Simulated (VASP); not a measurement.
A run of VASP 6.6.1 is set up as follows.

The input INCAR:

```
PREC = Accurate ; ENCUT = 520
EDIFF = 1E-6 ; ISMEAR = 0
SIGMA = 0.1 ; LREAL = False
LASPH = True ; NELM = 60
ALGO = Normal ; ISIF = 2
LWAVE = False ; LCHARG = True
GGA = PE ; LELF = True
LVHAR = True ; NBANDS = 38
```

Contents of KPOINTS:

```
regular mesh
0
Gamma
  3 3 4
```

The input POSCAR:

```
K3Zr2S
1.0
    5.7701913037      0.0000000027      0.0000000000
   -2.8850956542      4.9971322524      0.0000000000
    0.0000000000      0.0000000000      6.5717084115
K Zr S
3 2 1
Direct
    0.5000000000      0.0000000000      0.0000000000
    0.0000000000      0.5000000000      0.0000000000
    0.5000000000      0.5000000000      0.0000000000
    0.3333333333      0.6666666667      0.4999978833
    0.6666666667      0.3333333333      0.5000021167
    0.0000000000      0.0000000000      0.5000000000
```

Potentials or basis: VASP PAW PBE potentials, release 64 (K_sv, Zr_sv, S).

Run with:

```sh
$ cat potpaw_PBE.64/K_sv/POTCAR potpaw_PBE.64/Zr_sv/POTCAR potpaw_PBE.64/S/POTCAR > POTCAR
$ mpirun -np 1 vasp_std > vasp.out
```

Question: What does it give for the pressure?

Answer: 0.1 GPa.

Stress tensor (GPa, compression positive):
```
0.08 0.00 0.00
0.00 0.08 0.00
0.00 0.00 0.25
```

Caveat: the k points lie up to 0.42 Å⁻¹ apart.
